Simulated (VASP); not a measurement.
Input of a VASP 6.6.1 run:

INCAR

```
PREC = Accurate
ENCUT = 500
EDIFF = 1E-6
ISMEAR = 1
SIGMA = 0.1
LREAL = F
LASPH = T
NELM = 120
ALGO = Normal
ISIF = 2
LWAVE = F
LCHARG = T
LELF = T
LVHAR = T
NBANDS = 19
GGA_COMPAT = F
```

File KPOINTS:

```
Automatic mesh
0
Gamma
  10 10 5
```

POSCAR

```
Zr
1.0
    3.3159853558      0.0000000000      0.0000000000
   -1.6579926779      2.8717233450      0.0000000000
    0.0000000000      0.0000000000      5.2807477185
Zr
2
Direct
    0.3333333333      0.6666666667      0.2500000000
    0.6666666667      0.3333333333      0.7500000000
```

Potentials or basis: VASP PAW LDA potentials, release 64 (Zr_sv).

Command:

```sh
$ cat potpaw_LDA.64/Zr_sv/POTCAR > POTCAR
$ mpirun -np 1 vasp_std > vasp.out
```

Estimate the pressure.

-11.7 GPa.

Predict the band gap on the k mesh.

zero (band 12 reaches 8.77 eV, above the bottom of band 13 at 7.65 eV).

Stress tensor (GPa, compression positive):
```
-11.57   0.00   0.00
  0.00 -11.57   0.00
  0.00   0.00 -12.05
```
